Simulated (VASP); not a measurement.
# AlN (P6_3mc) in VASP: notebook

The runs below take AlN through single point, with r2SCAN.

Everything below comes from runs of VASP 6.6.1. Logs are shortened: lines on timing, memory, paths and dates and some standing lists are left out, and cuts for length are marked.

## Step 1: The cell of the first run

It takes space group P6_3mc (No. 186, hexagonal). The conventional cell has a = 3.107 Å, b = 3.107 Å, c = 4.979 Å, α = 90.00°, β = 90.00°, γ = 120.00°. Within 2.5 Å of Al (site symmetry 3m) lie 4 N at 1.89 to 1.90 Å. Within 2.5 Å of N (site symmetry 3m) lie 4 Al at 1.89 to 1.90 Å.

## Step 2: Single point, r2SCAN

POSCAR reads:

```
AlN
1.0
    3.1066937622      0.0000000000      0.0000000000
   -1.5533468811      2.6904757198      0.0000000000
    0.0000000000      0.0000000000      4.9785915530
Al N
2 2
Direct
    0.3333333333      0.6666666667     -0.0032954729
    0.6666666667      0.3333333333      0.4967045271
    0.3333333333      0.6666666667      0.3782954729
    0.6666666667      0.3333333333      0.8782954729
```

INCAR.step1 reads:

```
ALGO = Normal
EDIFF = 1E-5
ENCUT = 660
GGA = PE
GGA_COMPAT = False
ISMEAR = 1
LASPH = True
LCHARG = False
LREAL = False
LWAVE = True
NBANDS = 16
NELM = 120
PREC = Accurate
SIGMA = 0.001
```

INCAR.step2 reads:

```
ALGO = Normal
EDIFF = 1E-6
ENCUT = 660
GGA_COMPAT = False
ISIF = 2
ISMEAR = 1
ISTART = 1
LASPH = True
LCHARG = True
LELF = True
LMIXTAU = True
LREAL = False
LVHAR = True
LWAVE = False
METAGGA = R2SCAN
NBANDS = 16
NELM = 120
PREC = Accurate
SIGMA = 0.001
```

KPOINTS reads:

```
k-points
0
Gamma
  6 6 4
```

Potentials or basis: VASP PAW PBE potentials, release 64 (Al, N).

Command:

```console
$ cat potpaw_PBE.64/Al/POTCAR potpaw_PBE.64/N/POTCAR > POTCAR
$ cp INCAR.step1 INCAR
$ mpirun -np 1 vasp_std > vasp.out
$ cp INCAR.step2 INCAR
$ mpirun -np 1 vasp_std > vasp.out
```

OUTCAR:

```text
EDIFF = 1E-6
   ENCUT = 660
   ISIF = 2
   ISMEAR = 1
   ISTART = 1
   LASPH = True
   LREAL = False
   METAGGA = R2SCAN
   NELM = 120
   PREC = Accurate

 ion  position               nearest neighbor table
   1  0.333  0.667  0.997-   4 1.89   4 1.89   4 1.89   3 1.90   2 3.07   2 3.07   2 3.07   2 3.07
                             2 3.07   2 3.07
   2  0.667  0.333  0.497-   3 1.89   3 1.89   3 1.89   4 1.90   1 3.07   1 3.07   1 3.07   1 3.07
                             1 3.07   1 3.07
   3  0.333  0.667  0.378-   2 1.89   2 1.89   2 1.89   1 1.90
   4  0.667  0.333  0.878-   1 1.89   1 1.89   1 1.89   2 1.90

  LATTYP: Found a hexagonal cell.
 ALAT       =     3.1066937622
 C/A-ratio  =     1.6025369522

  Lattice vectors:

 A1 = (   3.1066937622,   0.0000000000,   0.0000000000)
 A2 = (  -1.5533468811,   2.6904757198,   0.0000000000)
 A3 = (   0.0000000000,   0.0000000000,   4.9785915530)

Analysis of symmetry for initial positions (statically):
=====================================================================
 Subroutine PRICEL returns:
 Original cell was already a primitive cell.

 Routine SETGRP: Setting up the symmetry group for a
 hexagonal supercell.

 Subroutine GETGRP returns: Found 12 space group operations
 (whereof  6 operations were pure point group operations)
 out of a pool of 24 trial point group operations.

The static configuration has the point symmetry C_3v.
 The point group associated with its full space group is C_6v.

Analysis of symmetry for dynamics (positions and initial velocities):
=====================================================================
 Subroutine PRICEL returns:
 Original cell was already a primitive cell.

 Routine SETGRP: Setting up the symmetry group for a
 hexagonal supercell.

 Subroutine GETGRP returns: Found 12 space group operations
 (whereof  6 operations were pure point group operations)
 out of a pool of 24 trial point group operations.

The dynamic configuration has the point symmetry C_3v.
 The point group associated with its full space group is C_6v.

 Subroutine INISYM returns: Found 12 space group operations
 (whereof  6 operations are pure point group operations),
 and found     1 'primitive' translations

----------------------------------------------------------------------------------------

[... 91 lines left out ...]
   NELM   =    120;   NELMIN=  2; NELMDL=  0     # of ELM steps
   EDIFF  = 0.1E-05   stopping-criterion for ELM
   LREAL  =      F    real-space projection
   EDIFFG = 0.1E-04   stopping-criterion for IOM
   NSW    =      0    number of steps for IOM
   IBRION =     -1    ionic relax: 0-MD 1-quasi-New 2-CG
   NFREE  =      0    steps in history (QN), initial steepest desc. (CG)
   ISIF   =      2    stress and relaxation
   ISYM   =      2    0-nonsym 1-usesym 2-fastsym
   POTIM  = 0.5000    time-step for ionic-motion
   TEBEG  =    0.0;   TEEND  =   0.0 temperature during run
   PSTRESS=    0.0 pullay stress
   NELECT =      16.0000    total number of electrons
   NUPDOWN=      -1.0000    fix difference up-down
   EMIN   =  10.00;   EMAX   =-10.00  energy-range for DOS
   EFERMI =   0.00;   METHOD = LEGACY
   ISMEAR =     1;   SIGMA  =   0.00  broadening in eV -4-tet -1-fermi 0-gaus
   EFERMI_NEDOS =   21; number of points for ismear=-14 and -15
   IALGO  =     38    algorithm
   IMIX   =      4    mixing-type and parameters
     AMIX     =   0.40;   BMIX     =  1.00
     AMIX_MAG =   1.60;   BMIX_MAG =  1.00
  volume/ion in A,a.u.               =      10.40        70.21
  Fermi-wavevector in a.u.,A,eV,Ry     =   1.190429  2.249585 19.281103  1.417121
  Thomas-Fermi vector in A             =   2.326514
   LORBIT       =      0    0 simple, 1 ext, 2 COOP (PROOUT), +10 PAW based schemes
   METAGGA = R2SCAN    functional components
   LHFCALC =     F    Hartree Fock is set to
   AEXX    =    0.0000 exact exchange contribution
   IVDW    =     0    specifies the selected vdW correction
   LEPSILON=     F    determine dielectric tensor
   LRPA    =     F    only Hartree local field effects (RPA)
 non-spin polarized calculation
 Methfessel and Paxton  Order N= 1 SIGMA  =   0.00
  energy-cutoff  :      660.00
  volume of cell :       41.61
 maximum number of plane-waves:      1641
 NGX is ok and might be reduce to    28
   NGX = 13   NGY = 13   NGZ = 21

 number of electron      16.0000001 magnetization

 Free energy of the ion-electron system (eV)
  ---------------------------------------------------
  ext. energy  EPLUGINS =         0.00000000
  ---------------------------------------------------
  free energy    TOTEN  =       -38.45302709 eV

  energy without entropy =      -38.45302709  energy(sigma->0) =      -38.45302709

 E-fermi :   5.9470     XC(G=0): -11.4166

 val. band max:        5.9187419391   @ k =   0.0000   0.0000   0.0000
 cond. band min:      10.8381765805   @ k =   0.0000   0.0000   0.0000
 fundamental gap:      4.9194346414
 Fermi energy:         5.9470018593

 k-point     1 :       0.0000    0.0000    0.0000
  band No.  band energies     occupation
      1     -10.0625      2.00000
      2      -7.9406      2.00000
      3      -0.1510      2.00000
      4       5.0342      2.00000
      5       5.0342      2.00000
      6       5.6948      2.00000
[... 376 lines left out ...]
      3       1.0482      2.00000
      4       1.0482      2.00000
      5       1.9978      2.00000
      6       1.9978      2.00000
[... 8 lines left out ...]
     15      20.6805      0.00000
     16      20.6805      0.00000

------------------------ aborting loop because EDIFF is reached ----------------------------------------

  FORCE on cell =-STRESS in cart. coord.  units (eV):
  Direction    XX          YY          ZZ          XY          YZ          ZX
  --------------------------------------------------------------------------------------
  -------------------------------------------------------------------------------------
  Total       -0.0912166     -0.0912166     -0.0983516      0.0000000      0.0000000     -0.0000000
  in kB       -3.5119682     -3.5119682     -3.7866738      0.0000000      0.0000000     -0.0000000
  external PRESSURE =      -3.6035367 kB  Pullay stress =       0.0000000 kB

 VOLUME and BASIS-vectors are now :
 -----------------------------------------------------------------------------
  energy-cutoff  :      660.00
  volume of cell :       41.61
      direct lattice vectors                 reciprocal lattice vectors
     3.106693762  0.000000000  0.000000000     0.321885605  0.185840740  0.000000000
    -1.553346881  2.690475720  0.000000000     0.000000000  0.371681481  0.000000000
     0.000000000  0.000000000  4.978591553     0.000000000  0.000000000  0.200860020

 POSITION                                       TOTAL-FORCE (eV/Angst)
 -----------------------------------------------------------------------------------
     -0.00000      1.79365      4.96218        -0.000000      0.000000      0.000704
      1.55335      0.89683      2.47289         0.000000      0.000000      0.000704
     -0.00000      1.79365      1.88338        -0.000000      0.000000     -0.000704
      1.55335      0.89683      4.37267         0.000000     -0.000000     -0.000704
 -----------------------------------------------------------------------------------
    total drift:                               -0.000000      0.000000      0.020945

  FREE ENERGIE OF THE ION-ELECTRON SYSTEM (eV)
  ---------------------------------------------------
  free  energy   TOTEN  =       -38.4530270904 eV

  energy  without entropy=      -38.4530270904  energy(sigma->0) =      -38.45302709
```

OUTCAR.step1:

```text
EDIFF = 1E-5
   ENCUT = 660
   GGA = PE
   ISMEAR = 1
[... 627 lines left out ...]
     -0.00000      1.79365      4.96218        -0.000000      0.000000     -0.010276
      1.55335      0.89683      2.47289         0.000000      0.000000     -0.010276
     -0.00000      1.79365      1.88338        -0.000000      0.000000      0.010276
      1.55335      0.89683      4.37267         0.000000      0.000000      0.010276
 -----------------------------------------------------------------------------------
    total drift:                               -0.000000      0.000000     -0.000655

  FREE ENERGIE OF THE ION-ELECTRON SYSTEM (eV)
  ---------------------------------------------------
  free  energy   TOTEN  =       -29.7736249039 eV

  energy  without entropy=      -29.7736249039  energy(sigma->0) =      -29.77362490
```

Run time: 3.1 min. Hardware: 1 thread of Intel Xeon 8259CL, shared host; peak memory 0.16 GiB.

Results:

* Free energy: -38.4530 eV
* Pressure: -0.4 GPa
* Band gap on the k mesh: 4.92 eV

Levels at points of the mesh, in eV from the valence-band top:
| k point | band 4 | band 5 | band 6 | band 7 | band 8 | band 9 | band 10 | band 11 | band 12 | band 13 |
| --- | --- | --- | --- | --- | --- | --- | --- | --- | --- | --- |
| (0.00, 0.00, 0.00) | -0.88 | -0.88 | -0.22 | -0.22 | 0.00 | 4.92 | 7.54 | 11.61 | 12.04 | 12.04 |
| (0.50, 0.00, 0.00) | -4.22 | -3.39 | -2.14 | -1.77 | -0.71 | 6.45 | 6.56 | 9.05 | 11.26 | 11.72 |
| (0.00, 0.00, 0.50) | -3.37 | -0.56 | -0.56 | -0.56 | -0.56 | 7.26 | 7.26 | 11.31 | 11.31 | 12.35 |
| (0.50, 0.00, 0.50) | -5.67 | -1.50 | -1.50 | -1.39 | -1.39 | 6.00 | 6.00 | 10.15 | 10.15 | 12.94 |

Caveat: the PAW data sets were made with another functional, which shifts forces and pressure a little.

[end of part 1 of 2]
